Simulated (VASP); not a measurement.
# CdS (Fm-3m) in VASP: settings compared

Aim: see how the results for CdS move with the level of theory and the settings. Levels: r2SCAN, PBE, HSE06. Tasks: single point.

All numbers are computed with VASP 6.6.1; they aren't measurements. Logs are shortened: lines on timing, memory, paths and dates and some standing lists are left out, and cuts for length are marked.

**1. The cell of the first run**

It takes space group Fm-3m (No. 225, cubic). Conventional cell: a = 5.454 Å, b = 5.454 Å, c = 5.454 Å, α = 90.00°, β = 90.00°, γ = 90.00°. Cd (site symmetry m-3m) has 6 S at 2.73 Å within 3.6 Å. Within 3.6 Å of S (site symmetry m-3m) lie 6 Cd at 2.73 Å.

**2. Single point, r2SCAN**

File POSCAR:

```
CdS
1.0
    0.0000000000      2.7267765504      2.7267765504
    2.7267765504      0.0000000000      2.7267765504
    2.7267765504      2.7267765504      0.0000000000
Cd S
1 1
Direct
    0.0000000000      0.0000000000      0.0000000000
    0.5000000000      0.5000000000      0.5000000000
```

File INCAR.step1:

```
SYSTEM = CdS
ALGO = Normal
EDIFF = 1E-4
ENCUT = 520
GGA = PE
ISMEAR = 0
LASPH = .TRUE.
LCHARG = .FALSE.
LREAL = .FALSE.
LWAVE = .TRUE.
NBANDS = 16
NELM = 60
PREC = Accurate
SIGMA = 0.01
```

File INCAR.step2:

```
SYSTEM = CdS
ALGO = Normal
EDIFF = 1E-6
ENCUT = 520
ISIF = 2
ISMEAR = 0
ISTART = 1
LASPH = .TRUE.
LCHARG = .FALSE.
LMIXTAU = .TRUE.
LREAL = .FALSE.
LWAVE = .FALSE.
METAGGA = R2SCAN
NBANDS = 16
NELM = 60
PREC = Accurate
SIGMA = 0.01
```

File KPOINTS:

```
k-points
0
G
  4 4 4
  0 0 0
```

Potentials or basis: VASP PAW PBE potentials, release 64 (Cd, S).

Started as:

```bash
$ cat potpaw_PBE.64/Cd/POTCAR potpaw_PBE.64/S/POTCAR > POTCAR
$ cp INCAR.step1 INCAR
$ mpirun -np 1 vasp_std > vasp.out
$ cp INCAR.step2 INCAR
$ mpirun -np 1 vasp_std > vasp.out
```

OUTCAR:

```text
SYSTEM = CdS
   EDIFF = 1E-6
   ENCUT = 520
   ISIF = 2
   ISMEAR = 0
   ISTART = 1
   LASPH = .TRUE.
   LREAL = .FALSE.
   METAGGA = R2SCAN
   NELM = 60
   PREC = Accurate

 ion  position               nearest neighbor table
   1  0.000  0.000  0.000-   2 2.73   2 2.73   2 2.73   2 2.73   2 2.73   2 2.73
   2  0.500  0.500  0.500-   1 2.73   1 2.73   1 2.73   1 2.73   1 2.73   1 2.73

  LATTYP: Found a face centered cubic cell.
 ALAT       =     5.4535531008

  Lattice vectors:

 A1 = (   0.0000000000,   2.7267765504,   2.7267765504)
 A2 = (   2.7267765504,   0.0000000000,   2.7267765504)
 A3 = (   2.7267765504,   2.7267765504,   0.0000000000)

Analysis of symmetry for initial positions (statically):
=====================================================================
 Subroutine PRICEL returns:
 Original cell was already a primitive cell.

 Routine SETGRP: Setting up the symmetry group for a
 face centered cubic supercell.

 Subroutine GETGRP returns: Found 48 space group operations
 (whereof 48 operations were pure point group operations)
 out of a pool of 48 trial point group operations.

The static configuration has the point symmetry O_h .

Analysis of symmetry for dynamics (positions and initial velocities):
=====================================================================
 Subroutine PRICEL returns:
 Original cell was already a primitive cell.

 Routine SETGRP: Setting up the symmetry group for a
 face centered cubic supercell.

 Subroutine GETGRP returns: Found 48 space group operations
 (whereof 48 operations were pure point group operations)
 out of a pool of 48 trial point group operations.

The dynamic configuration has the point symmetry O_h .

 Subroutine INISYM returns: Found 48 space group operations
 (whereof 48 operations are pure point group operations),
 and found     1 'primitive' translations

----------------------------------------------------------------------------------------

                                     Primitive cell

  volume of cell :      40.5489

  direct lattice vectors                    reciprocal lattice vectors
     0.000000000  2.726776550  2.726776550    -0.183366694  0.183366694  0.183366694
     2.726776550  0.000000000  2.726776550     0.183366694 -0.183366694  0.183366694
     2.726776550  2.726776550  0.000000000     0.183366694  0.183366694 -0.183366694

  length of vectors
     3.856244379  3.856244379  3.856244379     0.317600430  0.317600430  0.317600430

  position of ions in fractional coordinates (direct lattice)
     0.000000000  0.000000000  0.000000000
     0.500000000  0.500000000  0.500000000

  ion indices of the primitive-cell ions
   primitive index   ion index
                 1           1
                 2           2

----------------------------------------------------------------------------------------

 KPOINTS: k-points

Automatic generation of k-mesh.
 Grid dimensions read from file:
 generate k-points for:    4    4    4

 Generating k-lattice:

  Cartesian coordinates                     Fractional coordinates (reciprocal lattice)
    -0.045841673  0.045841673  0.045841673     0.250000000  0.000000000  0.000000000
     0.045841673 -0.045841673  0.045841673     0.000000000  0.250000000  0.000000000
     0.045841673  0.045841673 -0.045841673     0.000000000  0.000000000  0.250000000

  Length of vectors
     0.079400107  0.079400107  0.079400107

  Shift w.r.t. Gamma in fractional coordinates (k-lattice)
     0.000000000  0.000000000  0.000000000

 Subroutine IBZKPT returns following result:
 ===========================================

 Found      8 irreducible k-points:

 Following reciprocal coordinates:
            Coordinates               Weight
  0.000000  0.000000  0.000000      1.000000
  0.250000  0.000000  0.000000      8.000000
  0.500000  0.000000  0.000000      4.000000
  0.250000  0.250000  0.000000      6.000000
  0.500000  0.250000  0.000000     24.000000
 -0.250000  0.250000  0.000000     12.000000
  0.500000  0.500000  0.000000      3.000000
 -0.250000  0.500000  0.250000      6.000000
   k-points           NKPTS =      8   k-points in BZ     NKDIM =      8   number of bands    NBANDS=     16
   number of dos      NEDOS =    301   number of ions     NIONS =      2
   total plane-waves  NPLWV =  27000
   dimension x,y,z NGX =    30 NGY =   30 NGZ =   30
   dimension x,y,z NGXF=    60 NGYF=   60 NGZF=   60
   ions per type =               1   1
   NGX,Y,Z   is equivalent  to a cutoff of  12.93, 12.93, 12.93 a.u.
   NGXF,Y,Z  is equivalent  to a cutoff of  25.87, 25.87, 25.87 a.u.
 SYSTEM =  CdS
   PREC   = accura    normal or accurate (medium, high low for compatibility)
   ISTART =      1    job   : 0-new  1-cont  2-samecut
   ICHARG =      0    charge: 1-file 2-atom 10-const
   ISPIN  =      1    spin polarized calculation?
   LNONCOLLINEAR =      F non collinear calculations
   LSORBIT =      F    spin-orbit coupling
   LASPH  =      T    aspherical Exc in radial PAW
   ENCUT  =  520.0 eV  38.22 Ry    6.18 a.u.   7.17  7.17  7.17*2*pi/ulx,y,z
   NELM   =     60;   NELMIN=  2; NELMDL=  0     # of ELM steps
   EDIFF  = 0.1E-05   stopping-criterion for ELM
   LREAL  =      F    real-space projection
   EDIFFG = 0.1E-04   stopping-criterion for IOM
   NSW    =      0    number of steps for IOM
   IBRION =     -1    ionic relax: 0-MD 1-quasi-New 2-CG
   NFREE  =      0    steps in history (QN), initial steepest desc. (CG)
   ISIF   =      2    stress and relaxation
   ISYM   =      2    0-nonsym 1-usesym 2-fastsym
   POTIM  = 0.5000    time-step for ionic-motion
   TEBEG  =    0.0;   TEEND  =   0.0 temperature during run
   PSTRESS=    0.0 pullay stress
   NELECT =      18.0000    total number of electrons
   NUPDOWN=      -1.0000    fix difference up-down
   EMIN   =  10.00;   EMAX   =-10.00  energy-range for DOS
   EFERMI =   0.00;   METHOD = LEGACY
   ISMEAR =     0;   SIGMA  =   0.01  broadening in eV -4-tet -1-fermi 0-gaus
   EFERMI_NEDOS =   21; number of points for ismear=-14 and -15
   IALGO  =     38    algorithm
   IMIX   =      4    mixing-type and parameters
     AMIX     =   0.40;   BMIX     =  1.00
     AMIX_MAG =   1.60;   BMIX_MAG =  1.00
  volume/ion in A,a.u.               =      20.27       136.82
  Fermi-wavevector in a.u.,A,eV,Ry     =   1.248838  2.359962 21.219598  1.559596
  Thomas-Fermi vector in A             =   2.382906
   LORBIT       =      0    0 simple, 1 ext, 2 COOP (PROOUT), +10 PAW based schemes
   METAGGA = R2SCAN    functional components
   LHFCALC =     F    Hartree Fock is set to
   AEXX    =    0.0000 exact exchange contribution
   IVDW    =     0    specifies the selected vdW correction
   LEPSILON=     F    determine dielectric tensor
   LRPA    =     F    only Hartree local field effects (RPA)
 non-spin polarized calculation
 Gauss-broadening in eV      SIGMA  =   0.01
  energy-cutoff  :      520.00
  volume of cell :       40.55
 maximum number of plane-waves:      1106
 NGX is ok and might be reduce to    30
   NGX = 15   NGY = 15   NGZ = 15

 number of electron      18.0000003 magnetization

 Free energy of the ion-electron system (eV)
  ---------------------------------------------------
  ext. energy  EPLUGINS =         0.00000000
  ---------------------------------------------------
  free energy    TOTEN  =       -29.45853899 eV

  energy without entropy =      -29.45853899  energy(sigma->0) =      -29.45853899

 E-fermi :   2.8680     XC(G=0): -10.9963

 val. band max:        2.7849233974   @ k =   0.5000   0.0000   0.0000
 cond. band min:       3.4876034350   @ k =   0.5000   0.5000   0.0000
 fundamental gap:      0.7026800376
 Fermi energy:         2.8680411723

 k-point     1 :       0.0000    0.0000    0.0000
  band No.  band energies     occupation
      1     -10.5518      2.00000
      2      -5.1267      2.00000
      3      -5.1267      2.00000
      4      -5.1267      2.00000
      5      -5.1256      2.00000
      6      -5.1256      2.00000
      7       2.0237      2.00000
      8       2.0237      2.00000
      9       2.0237      2.00000
     10       4.3543      0.00000
     11      12.4922      0.00000
     12      12.4922      0.00000
     13      12.4922      0.00000
     14      14.7259      0.00000
     15      15.1440      0.00000
     16      15.1440      0.00000

 k-point     2 :       0.2500    0.0000    0.0000
  band No.  band energies     occupation
      1     -10.0408      2.00000
      2      -5.2951      2.00000
      3      -5.2951      2.00000
      4      -5.1981      2.00000
      5      -5.0249      2.00000
      6      -5.0248      2.00000
      7      -0.6064      2.00000
      8       2.3795      2.00000
      9       2.3795      2.00000
     10       6.7112      0.00000
     11      10.2110      0.00000
     12      10.8340      0.00000
     13      10.8340      0.00000
     14      14.2124      0.00000
     15      14.2124      0.00000
     16      14.3921      0.00000

 k-point     3 :       0.5000    0.0000    0.0000
  band No.  band energies     occupation
      1      -9.3775      2.00000
      2      -5.4536      2.00000
      3      -5.4536      2.00000
      4      -5.3822      2.00000
      5      -4.9203      2.00000
      6      -4.9203      2.00000
      7      -2.1551      2.00000
      8       2.7849      2.00000
      9       2.7849      2.00000
     10       6.8168      0.00000
     11       9.2182      0.00000
     12       9.2182      0.00000
     13      10.3698      0.00000
     14      15.8223      0.00000
     15      16.4488      0.00000
     16      16.4488      0.00000

 k-point     4 :       0.2500    0.2500    0.0000
  band No.  band energies     occupation
      1      -9.9812      2.00000
      2      -5.2751      2.00000
      3      -5.2043      2.00000
      4      -5.0708      2.00000
      5      -5.0156      2.00000
      6      -5.0156      2.00000
      7       0.1482      2.00000
      8       1.3421      2.00000
      9       1.3421      2.00000
     10       6.3444      0.00000
     11      10.0766      0.00000
     12      10.1604      0.00000
     13      12.7122      0.00000
     14      12.7122      0.00000
     15      16.4339      0.00000
     16      18.4006      0.00000

 k-point     5 :       0.5000    0.2500    0.0000
  band No.  band energies     occupation
      1      -9.5179      2.00000
      2      -5.2451      2.00000
      3      -5.2380      2.00000
      4      -5.0934      2.00000
      5      -4.8966      2.00000
      6      -4.7800      2.00000
      7      -1.5046      2.00000
      8       0.7509      2.00000
      9       1.5488      2.00000
     10       5.8902      0.00000
     11       9.5112      0.00000
     12      11.4357      0.00000
     13      11.6258      0.00000
     14      14.6344      0.00000
     15      17.0644      0.00000
     16      18.5848      0.00000

 k-point     6 :      -0.2500    0.2500    0.0000
  band No.  band energies     occupation
      1      -9.5688      2.00000
      2      -5.3913      2.00000
      3      -5.3239      2.00000
      4      -5.1523      2.00000
      5      -4.9792      2.00000
      6      -4.8410      2.00000
      7      -1.1363      2.00000
      8       0.4014      2.00000
      9       2.6412      2.00000
     10       7.7366      0.00000
     11       8.9090      0.00000
     12      10.1559      0.00000
     13      10.6054      0.00000
     14      14.1894      0.00000
     15      17.2399      0.00000
     16      18.1136      0.00000

 k-point     7 :       0.5000    0.5000    0.0000
  band No.  band energies     occupation
      1      -9.6341      2.00000
      2      -5.2821      2.00000
      3      -5.0157      2.00000
      4      -4.8553      2.00000
      5      -4.8553      2.00000
      6      -4.1103      2.00000
      7      -1.5793      2.00000
      8       0.5816      2.00000
      9       0.5816      2.00000
     10       3.4876      0.00000
     11       9.1731      0.00000
     12      13.5619      0.00000
     13      15.0470      0.00000
     14      15.0470      0.00000
     15      17.9056      0.00000
     16      18.1280      0.00000

 k-point     8 :      -0.2500    0.5000    0.2500
  band No.  band energies     occupation
      1      -9.4738      2.00000
      2      -5.2814      2.00000
      3      -5.1239      2.00000
      4      -5.1239      2.00000
      5      -4.8551      2.00000
      6      -4.3108      2.00000
      7      -0.5184      2.00000
      8      -0.5184      2.00000
      9      -0.0422      2.00000
     10       6.6500      0.00000
     11      10.1860      0.00000
     12      11.0100      0.00000
     13      11.0100      0.00000
     14      16.7203      0.00000
     15      16.7203      0.00000
     16      18.1153      0.00000

------------------------ aborting loop because EDIFF is reached ----------------------------------------

  FORCE on cell =-STRESS in cart. coord.  units (eV):
  Direction    XX          YY          ZZ          XY          YZ          ZX
  --------------------------------------------------------------------------------------
  -------------------------------------------------------------------------------------
  Total        0.2162096      0.2162096      0.2162096      0.0000000      0.0000000      0.0000000
  in kB        8.5429308      8.5429308      8.5429308      0.0000000      0.0000000      0.0000000
  external PRESSURE =       8.5429308 kB  Pullay stress =       0.0000000 kB

 VOLUME and BASIS-vectors are now :
 -----------------------------------------------------------------------------
  energy-cutoff  :      520.00
  volume of cell :       40.55
      direct lattice vectors                 reciprocal lattice vectors
     0.000000000  2.726776550  2.726776550    -0.183366694  0.183366694  0.183366694
     2.726776550  0.000000000  2.726776550     0.183366694 -0.183366694  0.183366694
     2.726776550  2.726776550  0.000000000     0.183366694  0.183366694 -0.183366694

 POSITION                                       TOTAL-FORCE (eV/Angst)
 -----------------------------------------------------------------------------------
      0.00000      0.00000      0.00000         0.000000     -0.000000     -0.000000
      2.72678      2.72678      2.72678        -0.000000      0.000000      0.000000
 -----------------------------------------------------------------------------------
    total drift:                               -0.000000      0.000000      0.000000

  FREE ENERGIE OF THE ION-ELECTRON SYSTEM (eV)
  ---------------------------------------------------
  free  energy   TOTEN  =       -29.4585389898 eV

  energy  without entropy=      -29.4585389898  energy(sigma->0) =      -29.45853899
```

Wall time 82 s (1 thread of Intel Xeon 8259CL, shared host); peak memory 0.17 GiB.

What came out:

* Free energy: -29.4585 eV
* Pressure: 0.9 GPa
* Band gap on the k mesh: 0.70 eV, indirect (least direct gap 2.33 eV)

Caveat: the k points lie up to 0.50 Å⁻¹ apart; the PAW data sets were made with another functional, which shifts forces and pressure a little. A k mesh can miss the band edges.

[end of part 1 of 2]
